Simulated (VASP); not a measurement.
Crystal: TiO2.

```xyz
6
Lattice="-1.8889 1.8889 4.7917 1.8889 -1.8889 4.7917 1.8889 1.8889 -4.7917" Properties=species:S:1:pos:R:3 pbc="T T T"
Ti    0.0000    1.8889    2.3959
Ti    0.0000    0.0000    0.0000
O     0.0000    1.8889    0.4093
O     0.0000    0.0000    7.5969
O     0.0000    0.0000    1.9865
O     0.0000    1.8889    4.3824
```

Base run:

| Property | Result |
| --- | --- |
| Program | VASP 6.6.1 |
| Functional | PBE |
| Potentials or basis | VASP PAW PBE potentials, release 64 (Ti_sv, O) |
| Cutoff | 520 eV |
| k mesh | 8 × 8 × 8 |
| Occupations | gaussian, width 0.01 eV |
| Spin | no spin polarisation |

Its results: band gap on the k mesh 2.16 eV, indirect (least direct gap 2.45 eV); pressure 5.4 GPa; largest force 0.107 eV/Å.

Q: The run is repeated on the same cell with these changes: functional from PBE to r2SCAN. What comes out?

A: Band gap on the k mesh 2.59 eV, indirect (least direct gap 2.90 eV); pressure 1.2 GPa; largest force 0.026 eV/Å.

r2SCAN gives the wider gap, since meta-GGAs in the generalised Kohn-Sham scheme recover part of the derivative discontinuity.

Caveats: the PAW data sets were made with another functional, which shifts forces and pressure a little (some runs).

A k mesh can miss the band edges.
